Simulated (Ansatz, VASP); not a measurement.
Given: the input of a run of VASP 6.6.1 on TaN.

POSCAR

```
TaN
1.0
    2.9182812851      0.0000000000      0.0000000000
   -1.4591406425      2.5273057282      0.0000000000
    0.0000000000      0.0000000000      2.8636504237
Ta N
1 1
Direct
    0.0000000000      0.0000000000      0.5000000000
    0.6666666667      0.3333333333      0.0000000000
```

File INCAR.step1:

```
SYSTEM = TaN
PREC = Accurate
ENCUT = 520
EDIFF = 1E-5
ISMEAR = -1
SIGMA = 0.05
LREAL = .False.
LASPH = .True.
NELM = 100
ALGO = Normal
ISIF = 2
LWAVE = .True.
GGA = PE
NBANDS = 15
```

File INCAR.step2:

```
SYSTEM = TaN
PREC = Accurate
ENCUT = 520
EDIFF = 1E-6
ISMEAR = -1
SIGMA = 0.05
LREAL = .False.
LASPH = .True.
NELM = 100
ALGO = Normal
ISIF = 2
LWAVE = .False.
LCHARG = .True.
GGA = PE
LHFCALC = .True.
HFSCREEN = 0.2079
PRECFOCK = Normal
LELF = .True.
LVHAR = .True.
ISTART = 1
NBANDS = 15
```

File KPOINTS:

```
Automatic mesh
0
Gamma
  6 6 6
  0 0 0
```

Potentials or basis: VASP PAW PBE potentials, release 64 (Ta_pv, N).

Run with:

```bash
$ cat potpaw_PBE.64/Ta_pv/POTCAR potpaw_PBE.64/N/POTCAR > POTCAR
$ cp INCAR.step1 INCAR
$ mpirun -np 1 vasp_std > vasp.out
$ cp INCAR.step2 INCAR
$ mpirun -np 1 vasp_std > vasp.out
```

Problem. Translate it to Ansatz 0.2.0. Potentials there: Ansatz PAW.

Solution. As run (the cutoff follows the program's own potentials):

Contents of input:

```
crystal:
  lattice:
    - [2.9182812851, 0.0, 0.0]
    - [-1.4591406425, 2.5273057282, 0.0]
    - [0.0, 0.0, 2.8636504237]
  atoms:
    - { symbol: Ta, position: [0.0, 0.0, 0.5] }
    - { symbol: "N", position: [0.6666666667, 0.3333333333, 0.0] }
hamiltonian:
  xc: hse06
  pseudopotentials: { kind: paw }
kpoints:
  mp_grid: { grid: [6, 6, 6] }
scf:
  occupations: { method: fermi_dirac, width: 0.05 }
output:
  forces: true
  stress: true
  eigenvalues: true
```

Both were run:

|  | VASP | Ansatz | Ansatz less VASP |
| --- | --- | --- | --- |
| gap on the k mesh at the Fermi level (eV) | none | none | - |
| pressure (GPa) | 3.4 | 4.0 | +0.62 |
| traceless stress, the component that is largest in VASP (GPa) | 0.52 | 0.50 | -0.014 |

A gap of «none» marks a metal or a gap that the smearing closes. VASP's potentials hold 16 valence electrons a cell and Ansatz's 18, so a difference there can come from the potentials and not from the codes.

The k mesh is coarse, so the values compare programs but aren't converged. Spin-orbit coupling is off throughout.
